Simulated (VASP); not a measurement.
# Br: single point with PBE

Crystal: Br.

```
CELL_PARAMETERS angstrom
0.00000 2.36166 2.36166
2.36166 0.00000 2.36166
2.36166 2.36166 0.00000
ATOMIC_POSITIONS crystal
Br 0.00000 0.00000 0.00000
```

- Program: VASP 6.6.1
- Task: single point
- Functional: PBE
- Potentials or basis: VASP PAW PBE potentials, release 64 (Br)
- Cutoff: 520 eV
- k mesh: 16 × 16 × 16
- Occupations: fermi-dirac, width 0.03 eV
- Spin: no spin polarisation
- Dipole correction: no
- Further INCAR settings: ALGO = Normal; EDIFF = 1e-06; NBANDS = 10

```
Pressure : 0.0 GPa
```

Levels at points of the mesh, in eV from the Fermi level:
```tsv
k point	band 1	band 2	band 3	band 4	band 5	band 6	band 7	band 8
(0.00, 0.00, 0.00)	-15.27	0.87	0.87	0.87	8.00	12.55	12.55	12.55
(0.50, 0.00, 0.00)	-13.90	-4.51	0.23	0.23	8.37	11.92	11.92	14.61
(0.50, 0.50, 0.00)	-13.43	-4.01	-1.07	-1.07	6.65	7.84	18.58	20.35
```

Wall time 18 s on 1 thread of Intel(R) Xeon(R) Platinum 8488C (Sapphire Rapids), with other jobs on the host, peak memory 0.17 GiB.

Caveat: an odd number of electrons without spin polarisation forces a metal; a magnetic or distorted state may lie lower.
